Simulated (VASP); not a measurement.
Input of a VASP 6.6.1 run:

Contents of INCAR:

```
SYSTEM = MgSi3N2
PREC     = Accurate       ! precision mode
ENCUT    = 520            ! plane-wave cutoff, eV
EDIFF    = 1E-7           ! SCF threshold, eV
ISMEAR   = 0              ! smearing method
SIGMA    = 0.1            ! smearing width, eV
LREAL    = .False.        ! projectors in reciprocal space
LASPH    = .True.         ! aspherical terms in the spheres
NELM     = 150            ! most SCF steps
ALGO     = Normal         ! electronic algorithm
ISIF     = 2              ! what is computed and relaxed
LWAVE    = .False.        ! write WAVECAR
LCHARG   = .False.        ! write CHGCAR
ISPIN    = 2              ! spin polarisation
MAGMOM   = 0 0 0 0 1 1    ! initial moments
LORBIT   = 11             ! projections on sites
GGA      = PE             ! functional
NBANDS   = 25             ! bands
```

Contents of KPOINTS:

```
regular mesh
0
Gamma
  6 6 6
  0 0 0
```

POSCAR

```
MgSi3N2
1.0
    2.3840152915      1.3764118703      4.1280547228
   -2.3840152915      1.3764118703      4.1280547228
    0.0000000000     -2.7528237406      4.1280547228
Mg Si N
1 3 2
Direct
    0.0000000000      0.0000000000      0.0000000000
    0.5000000000      0.5000000000      0.5000000000
    0.2969428866      0.2969428866      0.2969428866
    0.7030571134      0.7030571134      0.7030571134
    0.8376864539      0.8376864539      0.8376864539
    0.1623135461      0.1623135461      0.1623135461
```

Potentials or basis: VASP PAW PBE potentials, release 64 (Mg, Si, N).

Launch:

```sh
$ cat potpaw_PBE.64/Mg/POTCAR potpaw_PBE.64/Si/POTCAR potpaw_PBE.64/N/POTCAR > POTCAR
$ mpirun -np 1 vasp_std > vasp.out
```

(1) Estimate the pressure.

(2) Estimate the net moment.

(3) Predict the largest force.

## Answers

(1) -0.1 GPa.

(2) 0.00 μB per cell.

(3) 0.060 eV/Å.
